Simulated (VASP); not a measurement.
# BP (F-43m) in VASP: further runs

Runs on BP. Level: PBE. Tasks: single point.

Program: VASP 6.6.1. These are calculated values, not measurements. Logs are shortened: lines on timing, memory, paths and dates and some standing lists are left out, and cuts for length are marked.

**1. The cell of the first run**

It takes space group F-43m (No. 216, cubic). The conventional cell has a = 4.548 Å, b = 4.548 Å, c = 4.548 Å, α = 90.00°, β = 90.00°, γ = 90.00°. B (site symmetry -43m) has 4 P at 1.97 Å within 2.6 Å. Within 2.6 Å of P (site symmetry -43m) lie 4 B at 1.97 Å.

**2. Single point, PBE**

File INCAR:

```
SYSTEM = BP
PREC     = Accurate       ! precision mode
ENCUT    = 520            ! plane-wave cutoff, eV
EDIFF    = 1E-6           ! SCF threshold, eV
ISMEAR   = 0              ! smearing method
SIGMA    = 0.01           ! smearing width, eV
LREAL    = Auto         
LASPH    = .TRUE.         ! aspherical terms in the spheres
NELM     = 100            ! most SCF steps
ALGO     = Normal         ! electronic algorithm
ISIF     = 2              ! what is computed and relaxed
LWAVE    = .FALSE.        ! write WAVECAR
LCHARG   = .TRUE.         ! write CHGCAR
GGA      = PE             ! functional
LELF     = .TRUE.         ! ELF
LVHAR    = .TRUE.       
NBANDS   = 141            ! bands
```

File KPOINTS:

```
Automatic mesh
0
G
  1 1 1
  0 0 0
```

File POSCAR:

```
BP
1.0
   -6.8222892028      0.0000000000      6.8222892028
   -6.8222892028     -6.8222892028      0.0000000000
    0.0000000000     -6.8222892028      6.8222892028
B P
27 27
Direct
    0.3333333333      0.3333333333      0.0000000000
    0.3333333333      0.0000000000      0.0000000000
    0.3333333333      0.6666666667      0.0000000000
    0.3333333333      0.3333333333      0.3333333333
    0.3333333333      0.0000000000      0.3333333333
    0.3333333333      0.6666666667      0.3333333333
    0.3333333333      0.3333333333      0.6666666667
    0.3333333333      1.0000000000      0.6666666667
    0.3333333333      0.6666666667      0.6666666667
    0.6666666667      0.3333333333      0.0000000000
    0.6666666667      0.0000000000      0.0000000000
    0.6666666667      0.6666666667      0.0000000000
    0.6666666667      0.3333333333      0.3333333333
    0.6666666667      1.0000000000      0.3333333333
    0.6666666667      0.6666666667      0.3333333333
    0.6666666667      0.3333333333      0.6666666667
    0.6666666667      0.0000000000      0.6666666667
    0.6666666667      0.6666666667      0.6666666667
    0.0000000000      0.3333333333      0.0000000000
    0.0000000000      1.0000000000      0.0000000000
    0.0000000000      0.6666666667      0.0000000000
    0.0000000000      0.3333333333      0.3333333333
    0.0000000000      0.0000000000      0.3333333333
    0.0000000000      0.6666666667      0.3333333333
    0.0000000000      0.3333333333      0.6666666667
    0.0000000000      0.0000000000      0.6666666667
    0.0000000000      0.6666666667      0.6666666667
    0.0833333333      0.4166666667      0.0833333333
    0.0833333333      0.0833333333      0.0833333333
    0.0833333333      0.7500000000      0.0833333333
    0.0833333333      0.4166666667      0.4166666667
    0.0833333333      0.0833333333      0.4166666667
    0.0833333333      0.7500000000      0.4166666667
    0.0833333333      0.4166666667      0.7500000000
    0.0833333333      0.0833333333      0.7500000000
    0.0833333333      0.7500000000      0.7500000000
    0.4166666667      0.4166666667      0.0833333333
    0.4166666667      0.0833333333      0.0833333333
    0.4166666667      0.7500000000      0.0833333333
    0.4166666667      0.4166666667      0.4166666667
    0.4166666667      0.0833333333      0.4166666667
    0.4166666667      0.7500000000      0.4166666667
    0.4166666667      0.4166666667      0.7500000000
    0.4166666667      0.0833333333      0.7500000000
    0.4166666667      0.7500000000      0.7500000000
    0.7500000000      0.4166666667      0.0833333333
    0.7500000000      0.0833333333      0.0833333333
    0.7500000000      0.7500000000      0.0833333333
    0.7500000000      0.4166666667      0.4166666667
    0.7500000000      0.0833333333      0.4166666667
    0.7500000000      0.7500000000      0.4166666667
    0.7500000000      0.4166666667      0.7500000000
    0.7500000000      0.0833333333      0.7500000000
    0.7500000000      0.7500000000      0.7500000000
```

Potentials or basis: VASP PAW PBE potentials, release 64 (B, P).

Launch:

```console
$ cat potpaw_PBE.64/B/POTCAR potpaw_PBE.64/P/POTCAR > POTCAR
$ mpirun -np 1 vasp_gam > vasp.out
```

OUTCAR:

```text
SYSTEM = BP
   PREC = Accurate
   ENCUT = 520
   EDIFF = 1E-6
   ISMEAR = 0
   LREAL = Auto
   LASPH = .TRUE.
   NELM = 100
   ISIF = 2
   GGA = PE

 ion  position               nearest neighbor table
   1  0.333  0.333  0.000-  28 1.97  38 1.97  43 1.97  37 1.97
   2  0.333  0.000  0.000-  29 1.97  38 1.97  39 1.97  44 1.97
   3  0.333  0.667  0.000-  30 1.97  39 1.97  37 1.97  45 1.97
   4  0.333  0.333  0.333-  31 1.97  37 1.97  41 1.97  40 1.97
   5  0.333  0.000  0.333-  32 1.97  38 1.97  42 1.97  41 1.97
   6  0.333  0.667  0.333-  33 1.97  39 1.97  40 1.97  42 1.97
[... 54 lines left out ...]
 A1 = (  -6.8222892028,   0.0000000000,   6.8222892028)
 A2 = (  -6.8222892028,  -6.8222892028,   0.0000000000)
 A3 = (   0.0000000000,  -6.8222892028,   6.8222892028)

Analysis of symmetry for initial positions (statically):
=====================================================================
 Subroutine PRICEL returns following result:

  LATTYP: Found a face centered cubic cell.
 ALAT       =     4.5481928014

  Lattice vectors:

 A1 = (  -2.2740964007,   0.0000000000,   2.2740964007)
 A2 = (  -2.2740964007,  -2.2740964007,   0.0000000000)
 A3 = (   0.0000000000,  -2.2740964007,   2.2740964007)

  27 primitive cells build up your supercell.

 Routine SETGRP: Setting up the symmetry group for a
 face centered cubic supercell.

 Subroutine GETGRP returns: Found 24 space group operations
 (whereof 24 operations were pure point group operations)
 out of a pool of 48 trial point group operations.

The static configuration has the point symmetry T_d .

Analysis of symmetry for dynamics (positions and initial velocities):
=====================================================================
 Subroutine PRICEL returns following result:

  LATTYP: Found a face centered cubic cell.
 ALAT       =     4.5481928014

  Lattice vectors:

 A1 = (  -2.2740964007,   0.0000000000,   2.2740964007)
 A2 = (  -2.2740964007,  -2.2740964007,   0.0000000000)
 A3 = (   0.0000000000,  -2.2740964007,   2.2740964007)

  27 primitive cells build up your supercell.

 Routine SETGRP: Setting up the symmetry group for a
 face centered cubic supercell.

 Subroutine GETGRP returns: Found 24 space group operations
 (whereof 24 operations were pure point group operations)
 out of a pool of 48 trial point group operations.

The dynamic configuration has the point symmetry T_d .

 Subroutine INISYM returns: Found 24 space group operations
 (whereof 24 operations are pure point group operations),
 and found    27 'primitive' translations
[... 77 lines left out ...]
   ISIF   =      2    stress and relaxation
   ISYM   =      2    0-nonsym 1-usesym 2-fastsym
   POTIM  = 0.5000    time-step for ionic-motion
   TEBEG  =    0.0;   TEEND  =   0.0 temperature during run
   PSTRESS=    0.0 pullay stress
   NELECT =     216.0000    total number of electrons
   NUPDOWN=      -1.0000    fix difference up-down
   EMIN   =  10.00;   EMAX   =-10.00  energy-range for DOS
   EFERMI =   0.00;   METHOD = LEGACY
   ISMEAR =     0;   SIGMA  =   0.01  broadening in eV -4-tet -1-fermi 0-gaus
   EFERMI_NEDOS =   21; number of points for ismear=-14 and -15
   IALGO  =     38    algorithm
   IMIX   =      4    mixing-type and parameters
     AMIX     =   0.40;   BMIX     =  1.00
     AMIX_MAG =   1.60;   BMIX_MAG =  1.00
  volume/ion in A,a.u.               =      11.76        79.36
  Fermi-wavevector in a.u.,A,eV,Ry     =   1.142754  2.159491 17.767657  1.305886
  Thomas-Fermi vector in A             =   2.279451
   LORBIT       =      0    0 simple, 1 ext, 2 COOP (PROOUT), +10 PAW based schemes
   GGA     = PE    functional components
   LHFCALC =     F    Hartree Fock is set to
   AEXX    =    0.0000 exact exchange contribution
   IVDW    =     0    specifies the selected vdW correction
   LEPSILON=     F    determine dielectric tensor
   LRPA    =     F    only Hartree local field effects (RPA)
 non-spin polarized calculation
 Gauss-broadening in eV      SIGMA  =   0.01
  energy-cutoff  :      520.00
  volume of cell :      635.07
 maximum number of plane-waves:      8481
 NGX is ok and might be reduce to    70

 number of electron     215.9999996 magnetization

 Free energy of the ion-electron system (eV)
  ---------------------------------------------------
  ext. energy  EPLUGINS =         0.00000000
  ---------------------------------------------------
  free energy    TOTEN  =      -332.33654575 eV

  energy without entropy =     -332.33654575  energy(sigma->0) =     -332.33654575

 E-fermi :   7.5480     XC(G=0): -10.8250

 val. band max:        7.4647752378   @ k =   0.0000   0.0000   0.0000
 cond. band min:       8.8038353794   @ k =   0.0000   0.0000   0.0000
 fundamental gap:      1.3390601416
 Fermi energy:         7.5480213711

 k-point     1 :       0.0000    0.0000    0.0000
  band No.  band energies     occupation
      1      -7.9740      2.00000
      2      -6.0677      2.00000
      3      -6.0677      2.00000
      4      -6.0677      2.00000
      5      -6.0677      2.00000
      6      -6.0677      2.00000
[... 112 lines left out ...]
    119      10.0591      0.00000
    120      10.0591      0.00000
 [bands above 120 left out]

------------------------ aborting loop because EDIFF is reached ----------------------------------------

  FORCE on cell =-STRESS in cart. coord.  units (eV):
  Direction    XX          YY          ZZ          XY          YZ          ZX
  --------------------------------------------------------------------------------------
  -------------------------------------------------------------------------------------
  Total       13.4336745     13.4336745     13.4336745      0.0000000      0.0000000      0.0000000
  in kB       33.8910505     33.8910505     33.8910505      0.0000000      0.0000000      0.0000000
  external PRESSURE =      33.8910505 kB  Pullay stress =       0.0000000 kB

 VOLUME and BASIS-vectors are now :
 -----------------------------------------------------------------------------
  energy-cutoff  :      520.00
  volume of cell :      635.07
      direct lattice vectors                 reciprocal lattice vectors
    -6.822289203  0.000000000  6.822289203    -0.073289183  0.073289183  0.073289183
    -6.822289203 -6.822289203  0.000000000    -0.073289183 -0.073289183 -0.073289183
     0.000000000 -6.822289203  6.822289203     0.073289183 -0.073289183  0.073289183

 POSITION                                       TOTAL-FORCE (eV/Angst)
 -----------------------------------------------------------------------------------
     -4.54819     -2.27410      2.27410         0.000000     -0.000000     -0.000000
     -2.27410      0.00000      2.27410         0.000000      0.000000     -0.000000
     -6.82229     -4.54819      2.27410         0.000000      0.000000     -0.000000
     -4.54819     -4.54819      4.54819         0.000000      0.000000     -0.000000
     -2.27410     -2.27410      4.54819         0.000000      0.000000     -0.000000
     -6.82229     -6.82229      4.54819         0.000000      0.000000     -0.000000
[... 46 lines left out ...]
     -5.68524     -5.68524     10.23343        -0.000000     -0.000000      0.000000
    -10.23343    -10.23343     10.23343        -0.000000     -0.000000      0.000000
 -----------------------------------------------------------------------------------
    total drift:                               -0.000003     -0.000002      0.000002

  FREE ENERGIE OF THE ION-ELECTRON SYSTEM (eV)
  ---------------------------------------------------
  free  energy   TOTEN  =      -332.3365457479 eV

  energy  without entropy=     -332.3365457479  energy(sigma->0) =     -332.33654575
```

Wall time 5.9 min (1 thread of Intel Xeon 8259CL, shared host); peak memory 0.69 GiB.

What came out:

```yaml
Free_energy: -332.3365 eV
Pressure: 3.4 GPa
Band_gap_on_the_k_mesh: 1.34 eV
```

Caveat: the k points lie up to 0.80 Å⁻¹ apart; an odd mesh through Γ misses points on the zone boundary, where band edges can lie.

**3. Single point, PBE**

This run uses another cell than the first one: it holds 32 atoms, not 54.

File INCAR:

```
SYSTEM = BP
ALGO = Normal
EDIFF = 1E-7
ENCUT = 520
GGA = PE
ISIF = 2
ISMEAR = 0
LASPH = .True.
LCHARG = .False.
LREAL = Auto
LWAVE = .False.
NBANDS = 86
NELM = 100
PREC = Accurate
SIGMA = 0.01
```

File KPOINTS:

```
k-points
0
Gamma
  3 3 3
  0 0 0
```

File POSCAR:

```
BP
1.0
   -4.5481927936      4.5481927936     -4.5481927936
    4.5481927936     -4.5481927936     -4.5481927936
   -4.5481927936     -4.5481927936      4.5481927936
B P
16 16
Direct
    0.0000000000      0.2500000000      0.7500000000
    0.7500000000      0.2500000000      1.0000000000
    0.5000000000      0.2500000000      0.2500000000
    0.2500000000      0.0000000000      0.7500000000
    0.2500000000      0.2500000000      0.5000000000
    1.0000000000      1.0000000000      1.0000000000
    0.7500000000      0.0000000000      0.2500000000
    0.5000000000      0.7500000000      0.7500000000
    0.5000000000      0.0000000000      0.5000000000
    0.2500000000      0.7500000000      1.0000000000
    0.0000000000      0.7500000000      0.2500000000
    0.7500000000      0.5000000000      0.7500000000
    0.7500000000      0.7500000000      0.5000000000
    0.5000000000      0.5000000000      1.0000000000
    0.2500000000      0.5000000000      0.2500000000
    0.0000000000      0.5000000000      0.5000000000
    0.0000000000      0.5000000000      0.7500000000
    0.7500000000      0.5000000000      0.0000000000
    0.5000000000      0.5000000000      0.2500000000
    0.2500000000      0.2500000000      0.7500000000
    0.2500000000      0.5000000000      0.5000000000
    0.0000000000      0.2500000000      0.0000000000
    0.7500000000      0.2500000000      0.2500000000
    0.5000000000      0.0000000000      0.7500000000
    0.5000000000      0.2500000000      0.5000000000
    0.2500000000      0.0000000000      0.0000000000
    0.0000000000      0.0000000000      0.2500000000
    0.7500000000      0.7500000000      0.7500000000
    0.7500000000      0.0000000000      0.5000000000
    0.5000000000      0.7500000000      0.0000000000
    0.2500000000      0.7500000000      0.2500000000
    0.0000000000      0.7500000000      0.5000000000
```

Potentials or basis: VASP PAW PBE potentials, release 64 (B, P).

Launch:

```console
$ cat potpaw_PBE.64/B/POTCAR potpaw_PBE.64/P/POTCAR > POTCAR
$ mpirun -np 1 vasp_std > vasp.out
```

OUTCAR:

```text
SYSTEM = BP
   EDIFF = 1E-7
   ENCUT = 520
   GGA = PE
   ISIF = 2
   ISMEAR = 0
   LASPH = .True.
   LREAL = Auto
   NELM = 100
   PREC = Accurate

 ion  position               nearest neighbor table
   1  0.000  0.250  0.750-  17 1.97  20 1.97  22 1.97  29 1.97
   2  0.750  0.250  0.000-  18 1.97  22 1.97  23 1.97  24 1.97
   3  0.500  0.250  0.250-  19 1.97  23 1.97  25 1.97  26 1.97
   4  0.250  0.000  0.750-  20 1.97  24 1.97  26 1.97  32 1.97
   5  0.250  0.250  0.500-  20 1.97  21 1.97  25 1.97  27 1.97
   6  0.000  0.000  0.000-  22 1.97  26 1.97  27 1.97  28 1.97
[... 24 lines left out ...]
  31  0.250  0.750  0.250-   9 1.97  10 1.97  11 1.97  15 1.97
[... 515 lines left out ...]
  Total       -0.4468600     -0.4468600     -0.4468600      0.0000000      0.0000000      0.0000000
  in kB       -1.9024157     -1.9024157     -1.9024157      0.0000000      0.0000000      0.0000000
  external PRESSURE =      -1.9024157 kB  Pullay stress =       0.0000000 kB

 VOLUME and BASIS-vectors are now :
 -----------------------------------------------------------------------------
  energy-cutoff  :      520.00
  volume of cell :      376.34
      direct lattice vectors                 reciprocal lattice vectors
    -4.548192794  4.548192794 -4.548192794    -0.109933774  0.000000000 -0.109933774
     4.548192794 -4.548192794 -4.548192794     0.000000000 -0.109933774 -0.109933774
    -4.548192794 -4.548192794  4.548192794    -0.109933774 -0.109933774  0.000000000

 POSITION                                       TOTAL-FORCE (eV/Angst)
 -----------------------------------------------------------------------------------
     -2.27410     -4.54819      2.27410        -0.000000      0.000000      0.000000
     -2.27410      2.27410     -4.54819         0.000000      0.000000     -0.000000
     -2.27410      0.00000     -2.27410         0.000000      0.000000     -0.000000
     -4.54819     -2.27410      2.27410         0.000000      0.000000     -0.000000
     -2.27410     -2.27410      0.00000         0.000000     -0.000000      0.000000
      0.00000      0.00000      0.00000         0.000000      0.000000     -0.000000
[... 24 lines left out ...]
      1.13705     -3.41114     -3.41114        -0.000000     -0.000000     -0.000000
      1.13705     -5.68524     -1.13705        -0.000000     -0.000000     -0.000000
 -----------------------------------------------------------------------------------
    total drift:                                0.000002      0.000002      0.000002

  FREE ENERGIE OF THE ION-ELECTRON SYSTEM (eV)
  ---------------------------------------------------
  free  energy   TOTEN  =      -206.9061467984 eV

  energy  without entropy=     -206.9061467984  energy(sigma->0) =     -206.90614680
```

stdout:

```text
POSCAR found type information on POSCAR B P
 POSCAR found :  2 types and      32 ions
 scaLAPACK will be used
 LDA part: xc-table for (Slater+PW92), standard interpolation
 POSCAR, INCAR and KPOINTS ok, starting setup
 FFT: planning ... GRIDC
 FFT: planning ... GRID_SOFT
 FFT: planning ... GRID
 WAVECAR not read
 entering main loop
```

It took 1.9 min on 1 thread of Intel Xeon 6975P-C (Granite Rapids), shared host; peak memory 0.52 GiB.

What came out:

```
Free energy            : -206.9061 eV
Pressure               : -0.2 GPa
Band gap on the k mesh : 1.35 eV
```

Levels at points of the mesh, in eV from the valence-band top:
```
           k point  band 60  band 61  band 62  band 63  band 64  band 65  band 66  band 67  band 68  band 69
(0.00, 0.00, 0.00)    -1.92    -1.92     0.00     0.00     0.00     1.35     1.35     1.35     1.67     1.67
```

Caveat: an odd mesh through Γ misses points on the zone boundary, where band edges can lie.
